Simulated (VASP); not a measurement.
# EuS (Fm-3m) in VASP: notebook

EuS is run at these levels: PBEsol+U; tasks: single point.

All numbers are computed with VASP 6.6.1; they aren't measurements. Logs are shortened: lines on timing, memory, paths and dates and some standing lists are left out, and cuts for length are marked.

### 1 The cell of the first run

The structure is cubic, space group Fm-3m (No. 225). The conventional cell has a = 5.957 Å, b = 5.957 Å, c = 5.957 Å, α = 90.00°, β = 90.00°, γ = 90.00°. Eu (site symmetry m-3m) has 6 S at 2.98 Å within 3.9 Å. S (site symmetry m-3m) has 6 Eu at 2.98 Å within 3.9 Å.

### 2 Single point, PBEsol+U, collinear spin, ferromagnetic start

Contents of INCAR:

```
SYSTEM = EuS
PREC = Accurate
ENCUT = 600
EDIFF = 1E-6
ISMEAR = 0
SIGMA = 0.05
LREAL = .False.
LASPH = .True.
NELM = 200
ALGO = Normal
ISIF = 2
LWAVE = .False.
LCHARG = .False.
ISPIN = 2
MAGMOM = 7 0
LORBIT = 11
LMAXMIX = 6
LDAU = .True.
LDAUTYPE = 2
LDAUL = 3 -1
LDAUU = 6 0
LDAUJ = 0 0
LDAUPRINT = 1
GGA = PS
NBANDS = 22
GGA_COMPAT = .False.
```

Contents of KPOINTS:

```
Automatic mesh
0
Gamma
  8 8 8
  0 0 0
```

Contents of POSCAR:

```
EuS
1.0
    0.0000000000      2.9785018670      2.9785018670
    2.9785018670      0.0000000000      2.9785018670
    2.9785018670      2.9785018670      0.0000000000
Eu S
1 1
Direct
    0.5000000000      0.5000000000      0.5000000000
    0.0000000000      0.0000000000      0.0000000000
```

Potentials or basis: VASP PAW PBE potentials, release 64 (Eu, S).

Launch:

```bash
$ cat potpaw_PBE.64/Eu/POTCAR potpaw_PBE.64/S/POTCAR > POTCAR
$ mpirun -np 1 vasp_std > vasp.out
```

OUTCAR:

```text
SYSTEM = EuS
   PREC = Accurate
   ENCUT = 600
   EDIFF = 1E-6
   ISMEAR = 0
   LREAL = .False.
   LASPH = .True.
   NELM = 200
   ISIF = 2
   ISPIN = 2
   LORBIT = 11
   GGA = PS

 ion  position               nearest neighbor table
   1  0.500  0.500  0.500-   2 2.98   2 2.98   2 2.98   2 2.98   2 2.98   2 2.98
   2  0.000  0.000  0.000-   1 2.98   1 2.98   1 2.98   1 2.98   1 2.98   1 2.98

  LATTYP: Found a face centered cubic cell.
 ALAT       =     5.9570037340

  Lattice vectors:

 A1 = (   0.0000000000,   2.9785018670,   2.9785018670)
 A2 = (   2.9785018670,   0.0000000000,   2.9785018670)
 A3 = (   2.9785018670,   2.9785018670,   0.0000000000)

Analysis of symmetry for initial positions (statically):
=====================================================================
 Subroutine PRICEL returns:
 Original cell was already a primitive cell.

 Routine SETGRP: Setting up the symmetry group for a
 face centered cubic supercell.

 Subroutine GETGRP returns: Found 48 space group operations
 (whereof 48 operations were pure point group operations)
 out of a pool of 48 trial point group operations.

The static configuration has the point symmetry O_h .

Analysis of symmetry for dynamics (positions and initial velocities):
=====================================================================
 Subroutine PRICEL returns:
 Original cell was already a primitive cell.

 Routine SETGRP: Setting up the symmetry group for a
 face centered cubic supercell.

 Subroutine GETGRP returns: Found 48 space group operations
 (whereof 48 operations were pure point group operations)
 out of a pool of 48 trial point group operations.

The dynamic configuration has the point symmetry O_h .
[... 189 lines left out ...]
  o =  0.9727  v =  0.0000  0.0000  0.0000  0.9903  0.0851 -0.0000 -0.1099  0.0000  0.0000  0.0000  0.0000  0.0000  0.0000  0.0000      0.0000  0.0000  0.0000  0.0000  0.0000  0.0000  0.0000  0.0000  0.0000  0.0000  0.0000  0.0000  0.0000  0.0000
  o =  0.9727  v =  0.0000 -0.0000  0.0000  0.1390 -0.6064 -0.0000  0.7829  0.0000  0.0000  0.0000  0.0000  0.0000  0.0000  0.0000      0.0000  0.0000  0.0000  0.0000  0.0000  0.0000  0.0000  0.0000  0.0000  0.0000  0.0000  0.0000  0.0000  0.0000
  o =  0.9727  v = -0.7906 -0.0000 -0.6124  0.0000  0.0000  0.0000  0.0000  0.0000  0.0000  0.0000  0.0000  0.0000  0.0000  0.0000      0.0000  0.0000  0.0000  0.0000  0.0000  0.0000  0.0000  0.0000  0.0000  0.0000  0.0000  0.0000  0.0000  0.0000
  o =  0.9744  v =  0.0000  1.0000 -0.0000  0.0000 -0.0000  0.0000 -0.0000  0.0000  0.0000  0.0000  0.0000  0.0000  0.0000  0.0000      0.0000  0.0000  0.0000  0.0000  0.0000  0.0000  0.0000  0.0000  0.0000  0.0000  0.0000  0.0000  0.0000  0.0000
  o =  0.9751  v =  0.0000 -0.0000 -0.0000 -0.0000 -0.7899  0.0397 -0.6119  0.0000  0.0000  0.0000  0.0000  0.0000  0.0000  0.0000      0.0000  0.0000  0.0000  0.0000  0.0000  0.0000  0.0000  0.0000  0.0000  0.0000  0.0000  0.0000  0.0000  0.0000
  o =  0.9751  v =  0.6124 -0.0000 -0.7906  0.0000  0.0000  0.0000  0.0000  0.0000  0.0000  0.0000  0.0000  0.0000  0.0000  0.0000      0.0000  0.0000  0.0000  0.0000  0.0000  0.0000  0.0000  0.0000  0.0000  0.0000  0.0000  0.0000  0.0000  0.0000
  o =  0.9751  v =  0.0000 -0.0000  0.0000  0.0000  0.0314  0.9992  0.0243  0.0000  0.0000  0.0000  0.0000  0.0000  0.0000  0.0000      0.0000  0.0000  0.0000  0.0000  0.0000  0.0000  0.0000  0.0000  0.0000  0.0000  0.0000  0.0000  0.0000  0.0000

 number of electron      22.9999997 magnetization       6.9999997

 Free energy of the ion-electron system (eV)
  ---------------------------------------------------
  ext. energy  EPLUGINS =         0.00000000
  ---------------------------------------------------
  free energy    TOTEN  =       -19.68005548 eV

  energy without entropy =      -19.68005541  energy(sigma->0) =      -19.68005544

 E-fermi :   3.2724     XC(G=0):  -9.7618

 val. band max:        3.1324358389   @ k =   0.0000   0.0000   0.0000
 cond. band min:       3.4123584538   @ k =   0.5000   0.5000   0.0000
 fundamental gap:      0.2799226149
 Fermi energy:         3.2723977732

 spin component 1

 k-point     1 :       0.0000    0.0000    0.0000
  band No.  band energies     occupation
      1     -36.5034      1.00000
      2     -15.3842      1.00000
      3     -15.3842      1.00000
      4     -15.3842      1.00000
      5      -9.2685      1.00000
      6       1.1435      1.00000
[... 1193 lines left out ...]
     21      13.1208      0.00000
     22      13.2828      0.00000

 [... further k-points ...]

------------------------ aborting loop because EDIFF is reached ----------------------------------------

  FORCE on cell =-STRESS in cart. coord.  units (eV):
  Direction    XX          YY          ZZ          XY          YZ          ZX
  --------------------------------------------------------------------------------------
  -------------------------------------------------------------------------------------
  Total       -0.6036280     -0.6036280     -0.6036280      0.0000000      0.0000000     -0.0000000
  in kB      -18.3002195    -18.3002195    -18.3002195      0.0000000      0.0000000     -0.0000000
  external PRESSURE =     -18.3002195 kB  Pullay stress =       0.0000000 kB

 VOLUME and BASIS-vectors are now :
 -----------------------------------------------------------------------------
  energy-cutoff  :      600.00
  volume of cell :       52.85
      direct lattice vectors                 reciprocal lattice vectors
     0.000000000  2.978501867  2.978501867    -0.167869628  0.167869628  0.167869628
     2.978501867  0.000000000  2.978501867     0.167869628 -0.167869628  0.167869628
     2.978501867  2.978501867  0.000000000     0.167869628  0.167869628 -0.167869628

 POSITION                                       TOTAL-FORCE (eV/Angst)
 -----------------------------------------------------------------------------------
      2.97850      2.97850      2.97850         0.000000     -0.000000      0.000000
      0.00000      0.00000      0.00000        -0.000000      0.000000     -0.000000
 -----------------------------------------------------------------------------------
    total drift:                                0.000000      0.000000      0.000000

  FREE ENERGIE OF THE ION-ELECTRON SYSTEM (eV)
  ---------------------------------------------------
  free  energy   TOTEN  =       -19.6800554776 eV

  energy  without entropy=      -19.6800554123  energy(sigma->0) =      -19.68005544

 total charge

# of ion       s       p       d       f       tot
--------------------------------------------------
    1        2.025   5.755   0.249   6.820  14.850
    2        1.312   2.421   0.000   0.000   3.733
--------------------------------------------------
tot          3.337   8.177   0.249   6.820  18.583

 magnetization (x)

# of ion       s       p       d       f       tot
--------------------------------------------------
    1       -0.013  -0.105   0.046   6.801   6.730
    2       -0.006  -0.058   0.000   0.000  -0.064
--------------------------------------------------
tot         -0.019  -0.163   0.046   6.801   6.666
```

Wall time 50 s (1 thread of Intel Xeon 6975P-C (Granite Rapids), shared host); peak memory 0.29 GiB.

What came out:

| Item | Value |
| --- | --- |
| Free energy | -19.6801 eV |
| Pressure | -1.8 GPa |
| Band gap on the k mesh | 0.28 eV (least direct gap 0.56 eV) |
| Net moment | 7.00 μB per cell |
| Site moments | Eu +6.73; S -0.06 μB |
| Valence electrons inside the program's atomic spheres | Eu 14.85; S 3.73 |

Levels at points of the mesh, in eV from the valence-band top:
Spin up:
| k point | band 11 | band 12 | band 13 | band 14 | band 15 | band 16 | band 17 | band 18 | band 19 | band 20 |
| --- | --- | --- | --- | --- | --- | --- | --- | --- | --- | --- |
| (0.00, 0.00, 0.00) | -0.58 | -0.58 | 0.00 | 0.00 | 0.00 | 1.87 | 2.25 | 2.25 | 2.25 | 3.15 |
| (0.50, 0.00, 0.00) | -0.69 | -0.61 | -0.61 | -0.58 | -0.57 | 3.93 | 4.44 | 4.93 | 4.93 | 7.72 |
| (0.50, 0.50, 0.00) | -0.63 | -0.63 | -0.60 | -0.28 | -0.28 | 0.28 | 4.32 | 4.34 | 5.78 | 6.04 |
Spin down:
| k point | band 6 | band 7 | band 8 | band 9 | band 10 | band 11 |
| --- | --- | --- | --- | --- | --- | --- |
| (0.00, 0.00, 0.00) | -1.50 | -1.50 | -1.50 | 2.30 | 2.89 | 2.89 |
| (0.50, 0.00, 0.00) | -4.15 | -2.70 | -2.70 | 4.10 | 5.11 | 5.89 |
| (0.50, 0.50, 0.00) | -2.69 | -1.87 | -1.87 | 0.80 | 4.92 | 5.17 |

Eigenvalues of the final occupation matrices:
| site | spin | trace | eigenvalues |
| --- | --- | --- | --- |
| site 1 f | 1 | 6.82 | 0.97 0.97 0.97 0.97 0.98 0.98 0.98 |
| site 1 f | 2 | 0.01 | 0.00 0.00 0.00 0.00 0.00 0.00 0.00 |

Caveat: the PAW data sets were made with another functional, which shifts forces and pressure a little; spin-orbit coupling is left out, which moves the levels of the heavy elements; a cell with one magnetic atom can't hold antiferromagnetic order, which such compounds often take. A k mesh can miss the band edges.

### 3 Single point, PBEsol+U, collinear spin, ferromagnetic start

Contents of INCAR:

```
SYSTEM = EuS
ALGO     = Normal         ! electronic algorithm
EDIFF    = 1E-6           ! SCF threshold, eV
ENCUT    = 600            ! plane-wave cutoff, eV
GGA      = PS             ! functional
GGA_COMPAT= .False.      
ISIF     = 2              ! what is computed and relaxed
ISMEAR   = 0              ! smearing method
ISPIN    = 2              ! spin polarisation
LASPH    = .True.         ! aspherical terms in the spheres
LCHARG   = .False.        ! write CHGCAR
LDAU     = .True.         ! DFT+U
LDAUJ    = 0 0          
LDAUL    = 3 -1           ! shell
LDAUPRINT= 1            
LDAUTYPE = 2            
LDAUU    = 6 0            ! U, eV
LMAXMIX  = 6              ! l up to which the mixer works
LORBIT   = 11             ! projections on sites
LREAL    = .False.        ! projectors in reciprocal space
LWAVE    = .False.        ! write WAVECAR
MAGMOM   = 7.55 0         ! initial moments
NBANDS   = 22             ! bands
NELM     = 200            ! most SCF steps
PREC     = Accurate       ! precision mode
SIGMA    = 0.05           ! smearing width, eV
```

Contents of KPOINTS:

```
k-points
0
Gamma
  8 8 8
  0 0 0
```

POSCAR is that of step 2.

Potentials or basis: VASP PAW PBE potentials, release 64 (Eu, S).

Launch:

```bash
$ cat potpaw_PBE.64/Eu/POTCAR potpaw_PBE.64/S/POTCAR > POTCAR
$ mpirun -np 1 vasp_std > vasp.out
```

It took 54 s on 1 thread of Intel Xeon 6975P-C (Granite Rapids), shared host; peak memory 0.28 GiB.

The run converged. Its results:

```yaml
Free_energy: -19.6801 eV
Pressure: -1.8 GPa
Band_gap_on_the_k_mesh: 0.28 eV (least direct gap 0.56 eV)
Net_moment: 7.00 μB per cell
Site_moments: Eu +6.73; S -0.06 μB
Valence_electrons_inside_the_program's_atomic_spheres: Eu 14.85; S 3.73
```

Levels at points of the mesh, in eV from the valence-band top:
Spin up:
| k point | band 12 | band 13 | band 14 | band 15 | band 16 | band 17 | band 18 | band 19 |
| --- | --- | --- | --- | --- | --- | --- | --- | --- |
| (0.00, 0.00, 0.00) | -0.58 | 0.00 | 0.00 | 0.00 | 1.87 | 2.25 | 2.25 | 2.25 |
| (0.50, 0.00, 0.00) | -0.61 | -0.61 | -0.58 | -0.57 | 3.93 | 4.44 | 4.93 | 4.93 |
| (0.50, 0.50, 0.00) | -0.63 | -0.60 | -0.28 | -0.28 | 0.28 | 4.32 | 4.34 | 5.78 |
Spin down:
```csv
k point,band 5,band 6,band 7,band 8,band 9,band 10,band 11,band 12
"(0.00, 0.00, 0.00)",-12.40,-1.50,-1.50,-1.50,2.30,2.89,2.89,2.89
"(0.50, 0.00, 0.00)",-11.35,-4.15,-2.70,-2.70,4.10,5.11,5.89,5.89
"(0.50, 0.50, 0.00)",-12.06,-2.69,-1.87,-1.87,0.80,4.92,5.17,6.71
```

Eigenvalues of the final occupation matrices:
| site | spin | trace | eigenvalues |
| --- | --- | --- | --- |
| site 1 f | 1 | 6.82 | 0.97 0.97 0.97 0.97 0.98 0.98 0.98 |
| site 1 f | 2 | 0.01 | 0.00 0.00 0.00 0.00 0.00 0.00 0.00 |

Caveat: the PAW data sets were made with another functional, which shifts forces and pressure a little; spin-orbit coupling is left out, which moves the levels of the heavy elements; a cell with one magnetic atom can't hold antiferromagnetic order, which such compounds often take.

### 4 Single point, PBEsol+U, collinear spin, antiferromagnetic start

This run uses another cell than the first one: it holds 4 atoms, not 2.

Contents of INCAR:

```
  PREC = Accurate
  ENCUT = 600
  EDIFF = 1E-6
  ISMEAR = 0
  SIGMA = 0.05
  LREAL = False
  LASPH = True
  NELM = 200
  ALGO = Normal
  ISIF = 2
  LWAVE = False
  LCHARG = False
  ISPIN = 2
  MAGMOM = 7 -7 0 0
  LORBIT = 11
  LMAXMIX = 6
  LDAU = True
  LDAUTYPE = 2
  LDAUL = 3 -1
  LDAUU = 6 0
  LDAUJ = 0 0
  LDAUPRINT = 1
  GGA = PS
  NBANDS = 35
  GGA_COMPAT = False
```

Contents of KPOINTS:

```
Automatic mesh
0
Gamma
  8 8 4
```

Contents of POSCAR:

```
EuS
1.0
    0.0000000000      2.9785018670      2.9785018670
    2.9785018670      0.0000000000      2.9785018670
    5.9570037340      5.9570037340      0.0000000000
Eu S
2 2
Direct
    0.5000000000      0.5000000000      0.2500000000
    0.5000000000      0.5000000000      0.7500000000
    0.0000000000      0.0000000000      0.0000000000
    0.0000000000      0.0000000000      0.5000000000
```

Launch:

```bash
$ cat potpaw_PBE.64/Eu/POTCAR potpaw_PBE.64/S/POTCAR > POTCAR
$ mpirun -np 1 vasp_std > vasp.out
```

Wall time 5.7 min (1 thread of Intel Xeon 6975P-C (Granite Rapids), shared host); peak memory 0.51 GiB.

Results (log left out):

```
Free energy                                           : -39.3501 eV
Pressure                                              : -1.7 GPa
Band gap on the k mesh                                : 0.76 eV
Net moment                                            : 0.00 μB per cell
Site moments                                          : Eu +6.73, -6.73; S +0.00 μB
Valence electrons inside the program's atomic spheres : Eu 14.85; S 3.73
```

Levels at points of the mesh, in eV from the valence-band top:
Spin up:
| k point | band 20 | band 21 | band 22 | band 23 | band 24 | band 25 | band 26 | band 27 |
| --- | --- | --- | --- | --- | --- | --- | --- | --- |
| (0.00, 0.00, 0.00) | -0.31 | -0.02 | 0.00 | 0.00 | 2.31 | 2.76 | 2.76 | 2.76 |
| (0.50, 0.00, 0.00) | -0.35 | -0.34 | -0.20 | -0.16 | 0.76 | 4.25 | 4.84 | 4.94 |
| (0.00, 0.00, 0.50) | -0.31 | -0.21 | -0.16 | -0.16 | 2.72 | 3.19 | 3.47 | 3.47 |
| (0.50, 0.00, 0.50) | -0.36 | -0.35 | -0.30 | -0.21 | 2.08 | 2.66 | 5.06 | 5.48 |
Spin down:
```tsv
k point	band 19	band 20	band 21	band 22	band 23	band 24	band 25	band 26	band 27	band 28
(0.00, 0.00, 0.00)	-0.37	-0.31	-0.02	0.00	0.00	2.31	2.76	2.76	2.76	3.72
(0.50, 0.00, 0.00)	-0.36	-0.35	-0.34	-0.20	-0.16	0.76	4.25	4.84	4.94	4.95
(0.00, 0.00, 0.50)	-0.37	-0.31	-0.21	-0.16	-0.16	2.72	3.19	3.47	3.47	4.18
(0.50, 0.00, 0.50)	-0.38	-0.36	-0.35	-0.30	-0.21	2.08	2.66	5.06	5.48	5.64
```

Eigenvalues of the final occupation matrices:
| site | spin | trace | eigenvalues |
| --- | --- | --- | --- |
| site 1 f | 1 | 6.82 | 0.97 0.97 0.97 0.97 0.98 0.98 0.98 |
| site 1 f | 2 | 0.01 | 0.00 0.00 0.00 0.00 0.00 0.00 0.00 |
| site 2 f | 1 | 0.01 | 0.00 0.00 0.00 0.00 0.00 0.00 0.00 |
| site 2 f | 2 | 6.82 | 0.97 0.97 0.97 0.97 0.98 0.98 0.98 |

Caveat: the PAW data sets were made with another functional, which shifts forces and pressure a little; spin-orbit coupling is left out, which moves the levels of the heavy elements. A k mesh can miss the band edges.
